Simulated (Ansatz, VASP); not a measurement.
## One calculation of SnTe2, two programs

INCAR

```
SYSTEM = SnTe2
  PREC = Accurate
  ENCUT = 520
  EDIFF = 1E-6
  ISMEAR = 1
  SIGMA = 0.001
  LREAL = .FALSE.
  LASPH = .TRUE.
  NELM = 60
  ALGO = Normal
  ISIF = 2
  LWAVE = .FALSE.
  LCHARG = .TRUE.
  GGA = PE
  LELF = .TRUE.
  LVHAR = .TRUE.
  NBANDS = 35
```

Contents of KPOINTS:

```
Automatic mesh
0
G
  4 4 4
  0 0 0
```

POSCAR

```
SnTe2
1.0
    6.9585660197      0.0000000000      0.0000000000
    0.0000000000      6.9585660197      0.0000000000
    0.0000000000      0.0000000000      4.4179125098
Sn Te
2 4
Direct
    0.0000000000      0.0000000000      0.0000000000
    0.5000000000      0.5000000000      0.5000000000
    0.3023537661      0.3023537661      0.0000000000
    0.1976462339      0.8023537661      0.5000000000
    0.8023537661      0.1976462339      0.5000000000
    0.6976462339      0.6976462339      0.0000000000
```

Input for Ansatz:

```yaml
crystal:
  lattice:
    - [6.9585660197, 0.0, 0.0]
    - [0.0, 6.9585660197, 0.0]
    - [0.0, 0.0, 4.4179125098]
  atoms:
    - { symbol: Sn, position: [0.0, 0.0, 0.0] }
    - { symbol: Sn, position: [0.5, 0.5, 0.5] }
    - { symbol: Te, position: [0.3023537661, 0.3023537661, 0.0] }
    - { symbol: Te, position: [0.1976462339, 0.8023537661, 0.5] }
    - { symbol: Te, position: [0.8023537661, 0.1976462339, 0.5] }
    - { symbol: Te, position: [0.6976462339, 0.6976462339, 0.0] }
kpoints:
  mp_grid: { grid: [4, 4, 4] }
hamiltonian:
  xc: pbe
scf:
  occupations: { method: methfessel_paxton, width: 0.001 }
  n_extra_bands: 5
output:
  forces: true
  stress: true
  eigenvalues: true
```

Alike in both runs: task single point; functional PBE; k mesh 4 × 4 × 4; occupations methfessel-paxton of order 1, width 0.001 eV; no spin polarisation.

|  | VASP | Ansatz |
| --- | --- | --- |
| version | VASP 6.6.1 | Ansatz 0.2.0 |
| potentials or method | VASP PAW PBE potentials, release 64 (Sn_d, Te) | plane waves |
| plane-wave cutoff (eV) | 520 | 420 |
| valence electrons in the cell | 52 | 92 |

```csv
,VASP,Ansatz,Ansatz less VASP
pressure (GPa),1.3,1.3,+0.02
"traceless stress, the component that is largest in VASP (GPa)",0.09,0.07,-0.012
rms of the force components (eV/Å),0.062,0.061,-0.0009
```

Atom by atom the forces differ by 0.001 eV/Å (rms over components). VASP's potentials hold 52 valence electrons a cell and Ansatz's 92, so a difference there can come from the potentials and not from the codes.

Spin-orbit coupling is off throughout.
